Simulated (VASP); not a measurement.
Write the native input for VASP 6.6.1 that does the following.

| Quantity | Value |
| --- | --- |
| Task | relaxation of cell and atoms |
| Functional | PBE |
| Dispersion | D3(BJ) |
| Potentials or basis | VASP PAW PBE potentials, release 64 (As) |
| Cutoff | 600 eV |
| k mesh | 16 × 16 × 16 |
| Occupations | gaussian, width 0.1 eV |
| Spin | no spin polarisation |
| Dipole correction | no |
| Further INCAR settings | ALGO = Normal; EDIFF = 1e-06; IBRION = 2; EDIFFG = -0.005; NSW = 100; ISIF = 3 |

The structure of As lies in POSCAR:

```
As
1.0
    2.7036817444      0.0000000000      0.0000000000
    0.0000000000      2.7036817444      0.0000000000
    0.0000000000      0.0000000000      2.7036817444
As
1
Direct
    0.5000000000      0.5000000000      0.5000000000
```

The input as run:

INCAR

```
PREC = Accurate
ENCUT = 600
EDIFF = 1E-6
ISMEAR = 0
SIGMA = 0.1
LREAL = F
LASPH = T
NELM = 100
ALGO = Normal
ISIF = 3
LWAVE = F
LCHARG = F
GGA = PE
IVDW = 12
IBRION = 2
NSW = 100
EDIFFG = -0.005
```

KPOINTS

```
Automatic mesh
0
Gamma
  16 16 16
```

Potentials or basis: VASP PAW PBE potentials, release 64 (As).

The run is started by

```console
$ cat potpaw_PBE.64/As/POTCAR > POTCAR
$ mpirun -np 1 vasp_std > vasp.out
```

Results of the run:

```yaml
Relaxed_volume: 19.48 Å³/atom
Relaxed_cell: a = 2.691 Å, b = 2.691 Å, c = 2.691 Å, α = 90.00°, β = 90.00°, γ = 90.00°
Space_group_after_relaxing_to_0.05_Å: Pm-3m (No. 221)
Energy_gained_by_relaxing: 1.1 meV/atom
Ionic_steps: 3
Pressure_after_relaxing: 0.0 GPa
Dispersion_energy_per_atom: -0.465 eV
```

Caveat: pairwise dispersion overbinds metals, which lowers pressure and volume.

Wall time 9.6 s on 1 thread of Intel(R) Xeon(R) 6975P-C (Granite Rapids), with other jobs on the host, peak memory 0.16 GiB.
